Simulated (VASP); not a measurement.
# SnBi2O5 (Cmcm) in VASP: single point with PBE

Aim: the single point of SnBi2O5 with PBE.

All numbers are computed with VASP 6.6.1; they aren't measurements. Logs are shortened: lines on timing, memory, paths and dates and some standing lists are left out, and cuts for length are marked.

## Step 1: The cell of the first run

Symmetry: Cmcm, No. 63, orthorhombic system. Conventional cell: a = 4.170 Å, b = 12.403 Å, c = 10.738 Å, α = 90.00°, β = 90.00°, γ = 90.00°. Within 2.7 Å of Sn (site symmetry m2m) lie 6 O at 2.03 to 2.21 Å. Within 2.9 Å of Bi (site symmetry m) lie 6 O at 2.20 to 2.65 Å. Within 2.9 Å of O (site symmetry m) lie 1 Sn at 2.21 Å and 3 Bi at 2.33 to 2.41 Å and 5 O at 2.74 to 2.88 Å. Within 3.0 Å of O (site symmetry m) lie 1 Sn at 2.03 Å and 2 Bi at 2.20 to 2.49 Å and 3 O at 2.74 to 2.97 Å. O (site symmetry m2m) has 2 Sn at 2.16 Å and 2 Bi at 2.65 Å and 4 O at 2.84 Å within 2.9 Å.

## Step 2: Single point, PBE

INCAR reads:

```
SYSTEM = SnBi2O5
  PREC = Accurate
  ENCUT = 520
  EDIFF = 1E-6
  ISMEAR = 0
  SIGMA = 0.1
  LREAL = Auto
  LASPH = .TRUE.
  NELM = 80
  ALGO = Normal
  ISIF = 2
  LWAVE = .FALSE.
  LCHARG = .FALSE.
  GGA = PE
  NBANDS = 88
```

KPOINTS reads:

```
Automatic mesh
0
G
  4 4 2
  0 0 0
```

POSCAR reads:

```
SnBi2O5
1.0
   -4.1698466549      0.0000000000      0.0000000000
    2.0849233274     -6.2012986061      0.0000000000
    0.0000000000      0.0000000000     10.7378446703
Sn Bi O
2 4 10
Direct
    0.1702467957      0.3404935915      0.7500000000
    0.8297532043      0.6595064085      0.2500000000
    0.8611002171      0.7222004343      0.9294936789
    0.8611002171      0.7222004343      0.5705063211
    0.1388997829      0.2777995657      0.4294936789
    0.1388997829      0.2777995657      0.0705063211
    0.2782507654      0.5565015307      0.9136014042
    0.0583123346      0.1166246692      0.8882536496
    0.2782507654      0.5565015307      0.5863985958
    0.0583123346      0.1166246692      0.6117463504
    0.7145792503      0.4291585006      0.7500000000
    0.7217492346      0.4434984693      0.4136014042
    0.9416876654      0.8833753308      0.3882536496
    0.7217492346      0.4434984693      0.0863985958
    0.9416876654      0.8833753308      0.1117463504
    0.2854207497      0.5708414994      0.2500000000
```

Potentials or basis: VASP PAW PBE potentials, release 64 (Sn_d, Bi_d, O).

Run with:

```console
$ cat potpaw_PBE.64/Sn_d/POTCAR potpaw_PBE.64/Bi_d/POTCAR potpaw_PBE.64/O/POTCAR > POTCAR
$ mpirun -np 1 vasp_std > vasp.out
```

OUTCAR:

```text
SYSTEM = SnBi2O5
   PREC = Accurate
   ENCUT = 520
   EDIFF = 1E-6
   ISMEAR = 0
   LREAL = Auto
   LASPH = .TRUE.
   NELM = 80
   ISIF = 2
   GGA = PE

 ion  position               nearest neighbor table
   1  0.170  0.340  0.750-   8 2.03  10 2.03  11 2.16  11 2.16   7 2.21   9 2.21   6 3.46   5 3.46
                             4 3.70   3 3.70   3 3.70   4 3.70
   2  0.830  0.660  0.250-  13 2.03  15 2.03  16 2.16  16 2.16  14 2.21  12 2.21   3 3.46   4 3.46
                             5 3.70   6 3.70   6 3.70   5 3.70
   3  0.861  0.722  0.929-  15 2.20   7 2.33   7 2.33  14 2.41   8 2.49  11 2.65   2 3.46   1 3.70
                             1 3.70   6 3.76   6 3.77   6 3.77   4 3.85
   4  0.861  0.722  0.571-  13 2.20   9 2.33   9 2.33  12 2.41  10 2.49  11 2.65   2 3.46   1 3.70
                             1 3.70   5 3.76   5 3.77   5 3.77   3 3.85
   5  0.139  0.278  0.429-  10 2.20  12 2.33  12 2.33   9 2.41  13 2.49  16 2.65   1 3.46   2 3.70
                             2 3.70   4 3.76   4 3.77   4 3.77   6 3.85
   6  0.139  0.278  0.071-   8 2.20  14 2.33  14 2.33   7 2.41  15 2.49  16 2.65   1 3.46   2 3.70
                             2 3.70   3 3.76   3 3.77   3 3.77   5 3.85
   7  0.278  0.557  0.914-   1 2.21   3 2.33   3 2.33   6 2.41
   8  0.058  0.117  0.888-   1 2.03   6 2.20   3 2.49
   9  0.278  0.557  0.586-   1 2.21   4 2.33   4 2.33   5 2.41
  10  0.058  0.117  0.612-   1 2.03   5 2.20   4 2.49
  11  0.715  0.429  0.750-   1 2.16   1 2.16   4 2.65   3 2.65
  12  0.722  0.443  0.414-   2 2.21   5 2.33   5 2.33   4 2.41
  13  0.942  0.883  0.388-   2 2.03   4 2.20   5 2.49
  14  0.722  0.443  0.086-   2 2.21   6 2.33   6 2.33   3 2.41
  15  0.942  0.883  0.112-   2 2.03   3 2.20   6 2.49
  16  0.285  0.571  0.250-   2 2.16   2 2.16   5 2.65   6 2.65

  LATTYP: Found a base centered orthorhombic cell.
 ALAT       =     4.1698466549
 B/A-ratio  =     2.9743533129
 C/A-ratio  =     2.5751173985

  Lattice vectors:

 A1 = (  -2.0849233274,   6.2012986061,   0.0000000000)
 A2 = (  -2.0849233275,  -6.2012986061,   0.0000000000)
 A3 = (   0.0000000000,   0.0000000000,  10.7378446703)

Analysis of symmetry for initial positions (statically):
=====================================================================
 Subroutine PRICEL returns:
 Original cell was already a primitive cell.

 Routine SETGRP: Setting up the symmetry group for a
 base centered orthorhombic supercell.

 Subroutine GETGRP returns: Found  8 space group operations
 (whereof  4 operations were pure point group operations)
 out of a pool of  8 trial point group operations.

The static configuration has the point symmetry C_2h.
 The point group associated with its full space group is D_2h.

Analysis of symmetry for dynamics (positions and initial velocities):
=====================================================================
 Subroutine PRICEL returns:
 Original cell was already a primitive cell.

 Routine SETGRP: Setting up the symmetry group for a
 base centered orthorhombic supercell.

 Subroutine GETGRP returns: Found  8 space group operations
 (whereof  4 operations were pure point group operations)
 out of a pool of  8 trial point group operations.

The dynamic configuration has the point symmetry C_2h.
 The point group associated with its full space group is D_2h.

 Subroutine INISYM returns: Found  8 space group operations
 (whereof  4 operations are pure point group operations),
 and found     1 'primitive' translations

----------------------------------------------------------------------------------------

                                     Primitive cell

  volume of cell :     277.6642

  direct lattice vectors                    reciprocal lattice vectors
    -4.169846655  0.000000000  0.000000000    -0.239816972 -0.080628273  0.000000000
     2.084923327 -6.201298606  0.000000000     0.000000000 -0.161256547  0.000000000
     0.000000000  0.000000000 10.737844670     0.000000000  0.000000000  0.093128559

  length of vectors
     4.169846655  6.542400911 10.737844670     0.253008100  0.161256547  0.093128559

  position of ions in fractional coordinates (direct lattice)
     0.170246796  0.340493591  0.750000000
     0.829753204  0.659506409  0.250000000
     0.861100217  0.722200434  0.929493679
     0.861100217  0.722200434  0.570506321
     0.138899783  0.277799566  0.429493679
     0.138899783  0.277799566  0.070506321
[... 8 lines left out ...]
     0.941687665  0.883375331  0.111746350
     0.285420750  0.570841499  0.250000000

  ion indices of the primitive-cell ions
   primitive index   ion index
                 1           1
                 2           2
                 3           3
                 4           4
                 5           5
                 6           6
[... 8 lines left out ...]
                15          15
                16          16

----------------------------------------------------------------------------------------

 KPOINTS: Automatic mesh

Automatic generation of k-mesh.
 Grid dimensions read from file:
 generate k-points for:    4    4    2

 Generating k-lattice:

  Cartesian coordinates                     Fractional coordinates (reciprocal lattice)
    -0.059954243 -0.020157068  0.000000000     0.250000000  0.000000000  0.000000000
     0.000000000 -0.040314137  0.000000000     0.000000000  0.250000000  0.000000000
     0.000000000  0.000000000  0.046564279     0.000000000  0.000000000  0.500000000

  Length of vectors
     0.063252025  0.040314137  0.046564279

  Shift w.r.t. Gamma in fractional coordinates (k-lattice)
     0.000000000  0.000000000  0.000000000

 Subroutine IBZKPT returns following result:
 ===========================================

 Found     14 irreducible k-points:

 Following reciprocal coordinates:
            Coordinates               Weight
  0.000000  0.000000  0.000000      1.000000
  0.250000  0.000000  0.000000      4.000000
  0.500000  0.000000  0.000000      2.000000
  0.000000  0.250000  0.000000      2.000000
  0.250000  0.250000  0.000000      4.000000
  0.500000  0.250000  0.000000      2.000000
  0.000000  0.500000  0.000000      1.000000
  0.000000  0.000000  0.500000      1.000000
  0.250000  0.000000  0.500000      4.000000
  0.500000  0.000000  0.500000      2.000000
  0.000000  0.250000  0.500000      2.000000
  0.250000  0.250000  0.500000      4.000000
  0.500000  0.250000  0.500000      2.000000
  0.000000  0.500000  0.500000      1.000000
   k-points           NKPTS =     14   k-points in BZ     NKDIM =     14   number of bands    NBANDS=     88
   number of dos      NEDOS =    301   number of ions     NIONS =     16
   total plane-waves  NPLWV = 128000
   dimension x,y,z NGX =    32 NGY =   50 NGZ =   80
   dimension x,y,z NGXF=    64 NGYF=  100 NGZF=  160
   ions per type =               2   4  10
   NGX,Y,Z   is equivalent  to a cutoff of  12.76, 12.71, 12.39 a.u.
   NGXF,Y,Z  is equivalent  to a cutoff of  25.52, 25.41, 24.77 a.u.
 SYSTEM =  SnBi2O5
   PREC   = accura    normal or accurate (medium, high low for compatibility)
   ISTART =      0    job   : 0-new  1-cont  2-samecut
   ICHARG =      2    charge: 1-file 2-atom 10-const
   ISPIN  =      1    spin polarized calculation?
   LNONCOLLINEAR =      F non collinear calculations
   LSORBIT =      F    spin-orbit coupling
   LASPH  =      T    aspherical Exc in radial PAW
   ENCUT  =  520.0 eV  38.22 Ry    6.18 a.u.   7.75 12.16 19.97*2*pi/ulx,y,z
   NELM   =     80;   NELMIN=  2; NELMDL= -5     # of ELM steps
   EDIFF  = 0.1E-05   stopping-criterion for ELM
   LREAL  =      T    real-space projection
   EDIFFG = 0.1E-04   stopping-criterion for IOM
   NSW    =      0    number of steps for IOM
   IBRION =     -1    ionic relax: 0-MD 1-quasi-New 2-CG
   NFREE  =      0    steps in history (QN), initial steepest desc. (CG)
   ISIF   =      2    stress and relaxation
   ISYM   =      2    0-nonsym 1-usesym 2-fastsym
   POTIM  = 0.5000    time-step for ionic-motion
   TEBEG  =    0.0;   TEEND  =   0.0 temperature during run
   PSTRESS=    0.0 pullay stress
   NELECT =     148.0000    total number of electrons
   NUPDOWN=      -1.0000    fix difference up-down
   EMIN   =  10.00;   EMAX   =-10.00  energy-range for DOS
   EFERMI =   0.00;   METHOD = LEGACY
   ISMEAR =     0;   SIGMA  =   0.10  broadening in eV -4-tet -1-fermi 0-gaus
   EFERMI_NEDOS =   21; number of points for ismear=-14 and -15
   IALGO  =     38    algorithm
   IMIX   =      4    mixing-type and parameters
     AMIX     =   0.40;   BMIX     =  1.00
     AMIX_MAG =   1.60;   BMIX_MAG =  1.00
  volume/ion in A,a.u.               =      17.35       117.11
  Fermi-wavevector in a.u.,A,eV,Ry     =   1.327360  2.508347 23.971902  1.761885
  Thomas-Fermi vector in A             =   2.456678
   LORBIT       =      0    0 simple, 1 ext, 2 COOP (PROOUT), +10 PAW based schemes
   GGA     = PE    functional components
   LHFCALC =     F    Hartree Fock is set to
   AEXX    =    0.0000 exact exchange contribution
   IVDW    =     0    specifies the selected vdW correction
   LEPSILON=     F    determine dielectric tensor
   LRPA    =     F    only Hartree local field effects (RPA)
 non-spin polarized calculation
 Gauss-broadening in eV      SIGMA  =   0.10
  energy-cutoff  :      520.00
  volume of cell :      277.66
 maximum number of plane-waves:      7535
 NGX is ok and might be reduce to    32
   NGX = 15   NGY = 25   NGZ = 39

 number of electron     147.9999976 magnetization

 Free energy of the ion-electron system (eV)
  ---------------------------------------------------
  ext. energy  EPLUGINS =         0.00000000
  ---------------------------------------------------
  free energy    TOTEN  =       -93.89336590 eV

  energy without entropy =      -93.89336590  energy(sigma->0) =      -93.89336590

 E-fermi :   4.8268     XC(G=0):  -9.6092

 val. band max:        4.3605342127   @ k =   0.5000   0.0000   0.0000
 cond. band min:       6.2933425771   @ k =   0.0000   0.0000   0.0000
 fundamental gap:      1.9328083644
 Fermi energy:         4.8267898248

 k-point     1 :       0.0000    0.0000    0.0000
  band No.  band energies     occupation
      1     -17.9115      2.00000
      2     -17.8978      2.00000
      3     -17.8374      2.00000
      4     -17.8338      2.00000
      5     -17.7854      2.00000
      6     -17.7747      2.00000
[... 1235 lines left out ...]
     85      10.1495      0.00000
     86      10.1495      0.00000
 [bands above 86 left out]

------------------------ aborting loop because EDIFF is reached ----------------------------------------

  FORCE on cell =-STRESS in cart. coord.  units (eV):
  Direction    XX          YY          ZZ          XY          YZ          ZX
  --------------------------------------------------------------------------------------
  -------------------------------------------------------------------------------------
  Total        0.3379878      0.2355182      0.6365189      0.0000000      0.0000000      0.0000000
  in kB        1.9502569      1.3589869      3.6728401      0.0000000      0.0000000      0.0000000
  external PRESSURE =       2.3273613 kB  Pullay stress =       0.0000000 kB

 VOLUME and BASIS-vectors are now :
 -----------------------------------------------------------------------------
  energy-cutoff  :      520.00
  volume of cell :      277.66
      direct lattice vectors                 reciprocal lattice vectors
    -4.169846655  0.000000000  0.000000000    -0.239816972 -0.080628273  0.000000000
     2.084923327 -6.201298606  0.000000000     0.000000000 -0.161256547  0.000000000
     0.000000000  0.000000000 10.737844670     0.000000000  0.000000000  0.093128559

 POSITION                                       TOTAL-FORCE (eV/Angst)
 -----------------------------------------------------------------------------------
      0.00000     -2.11150      8.05338        -0.000000     -0.012998     -0.000000
     -2.08492     -4.08980      2.68446         0.000000      0.012998     -0.000000
     -2.08492     -4.47858      9.98076        -0.000000     -0.026871     -0.050129
     -2.08492     -4.47858      6.12601        -0.000000     -0.026871      0.050129
     -0.00000     -1.72272      4.61184         0.000000      0.026871     -0.050129
     -0.00000     -1.72272      0.75709         0.000000      0.026871      0.050129
[... 8 lines left out ...]
     -2.08492     -5.47807      1.19991        -0.000000     -0.056656     -0.010058
     -0.00000     -3.53996      2.68446         0.000000      0.012240      0.000000
 -----------------------------------------------------------------------------------
    total drift:                                0.000000     -0.000000     -0.000000

  FREE ENERGIE OF THE ION-ELECTRON SYSTEM (eV)
  ---------------------------------------------------
  free  energy   TOTEN  =       -93.8933659029 eV

  energy  without entropy=      -93.8933659029  energy(sigma->0) =      -93.89336590
```

Run time: 7.1 min. Hardware: 1 thread of Intel Xeon Platinum 8488C (Sapphire Rapids), shared host; peak memory 0.46 GiB.

Results:

- Free energy: -93.8934 eV
- Pressure: 0.2 GPa
- Largest force: 0.058 eV/Å
- Band gap on the k mesh: 1.93 eV (least direct gap 1.98 eV)

Forces on the atoms (eV/Å):
```
Sn   0.000 -0.013  0.000
Sn   0.000  0.013  0.000
Bi   0.000 -0.027 -0.050
Bi   0.000 -0.027  0.050
Bi   0.000  0.027 -0.050
Bi   0.000  0.027  0.050
O    0.000 -0.003  0.003
O    0.000  0.057  0.010
O    0.000 -0.003 -0.003
O    0.000  0.057 -0.010
O    0.000 -0.012  0.000
O    0.000  0.003  0.003
O    0.000 -0.057  0.010
O    0.000  0.003 -0.003
O    0.000 -0.057 -0.010
O    0.000  0.012  0.000
```

Levels at points of the mesh, in eV from the valence-band top:
| k point | band 70 | band 71 | band 72 | band 73 | band 74 | band 75 | band 76 | band 77 | band 78 | band 79 |
| --- | --- | --- | --- | --- | --- | --- | --- | --- | --- | --- |
| (0.00, 0.00, 0.00) | -1.19 | -1.07 | -0.58 | -0.54 | -0.05 | 1.93 | 3.04 | 3.30 | 4.11 | 4.20 |
| (0.50, 0.00, 0.00) | -0.86 | -0.81 | -0.51 | -0.10 | 0.00 | 2.53 | 3.01 | 3.58 | 3.68 | 3.91 |
| (0.00, 0.50, 0.00) | -1.10 | -0.43 | -0.41 | -0.14 | -0.08 | 2.54 | 2.64 | 3.28 | 3.72 | 3.93 |
| (0.00, 0.00, 0.50) | -1.13 | -0.93 | -0.93 | -0.27 | -0.27 | 2.74 | 2.74 | 3.24 | 3.24 | 4.28 |
| (0.50, 0.00, 0.50) | -0.88 | -0.63 | -0.63 | -0.05 | -0.05 | 3.05 | 3.05 | 3.32 | 3.32 | 4.27 |
| (0.00, 0.50, 0.50) | -1.14 | -0.29 | -0.29 | -0.21 | -0.21 | 2.74 | 2.74 | 3.57 | 3.57 | 4.21 |

Caveat: spin-orbit coupling is left out, which moves the levels of the heavy elements.
